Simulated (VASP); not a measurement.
Wanted: the native input for a VASP 6.6.1 run.

| Item | Value |
| --- | --- |
| Task | single point |
| Functional | PBE |
| Potentials or basis | VASP PAW PBE potentials, release 64 (La, O) |
| Cutoff | 520 eV |
| k mesh | 6 × 6 × 4 |
| Occupations | gaussian, width 0.05 eV |
| Spin | no spin polarisation |
| Dipole correction | no |
| Further INCAR settings | ALGO = Normal; EDIFF = 1e-06; NBANDS = 28 |

The structure of La2O3 lies in POSCAR:

```
La2O3
1.0
    3.9307780000     -0.0393077800     -0.0393077800
   -1.9994305300      3.4238068900     -0.0143876400
   -0.0611195400     -0.0611195400      6.1119540000
La O
2 3
Direct
    0.6666666667      0.3333333333      0.7537640000
    0.3333333333      0.6666666667      0.2462360000
    0.6666666667      0.3333333333      0.3541090000
    0.3333333333      0.6666666667      0.6458910000
    0.0000000000      0.0000000000      0.0000000000
```

The input as run:

INCAR

```
SYSTEM = La2O3
PREC = Accurate
ENCUT = 520
EDIFF = 1E-6
ISMEAR = 0
SIGMA = 0.05
LREAL = .FALSE.
LASPH = .TRUE.
NELM = 100
ALGO = Normal
ISIF = 2
LWAVE = .FALSE.
LCHARG = .FALSE.
GGA = PE
NBANDS = 28
```

KPOINTS

```
regular mesh
0
G
  6 6 4
  0 0 0
```

Potentials or basis: VASP PAW PBE potentials, release 64 (La, O).

Launch:

```sh
$ cat potpaw_PBE.64/La/POTCAR potpaw_PBE.64/O/POTCAR > POTCAR
$ mpirun -np 1 vasp_std > vasp.out
```

It gave:

- Pressure: 1.6 GPa
- Largest force: 0.100 eV/Å
- Band gap on the k mesh: 3.83 eV (least direct gap 3.97 eV)

Caveat: spin-orbit coupling is left out, which moves the levels of the heavy elements.

It took 6.6 min on 1 thread of Intel Xeon 8259CL, on a shared host, peak memory 0.32 GiB.
